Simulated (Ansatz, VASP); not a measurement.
**CdSe: VASP beside Ansatz**

```xyz
4
Lattice="4.2795 0.0000 0.0000 -2.1397 3.7061 0.0000 0.0000 0.0000 6.9874" Properties=species:S:1:pos:R:3 pbc="T T T"
Cd    0.0000    2.4708    0.0329
Cd    2.1397    1.2354    3.5266
Se    0.0000    2.4708    2.6573
Se    2.1397    1.2354    6.1510
```

Alike in both runs: task relaxation of the atoms; functional PBEsol; k mesh 6 × 6 × 4; no spin polarisation.

|  | VASP | Ansatz |
| --- | --- | --- |
| version | VASP 6.6.1 | Ansatz 0.2.0 |
| potentials or method | VASP PAW PBE potentials, release 64 (Cd, Se), cutoff 520 eV | all-electron LAPW, scalar-relativistic |
| occupations | gaussian, width 0.01 eV | fixed |

```csv
,VASP,Ansatz,Ansatz less VASP
"gap on the k mesh at the Fermi level, each at its own relaxed structure (eV)",0.57,0.57,-0.001
```

VASP's potentials were made for PBE, not for PBEsol. Ansatz ran all-electron here, and VASP with PAW potentials.
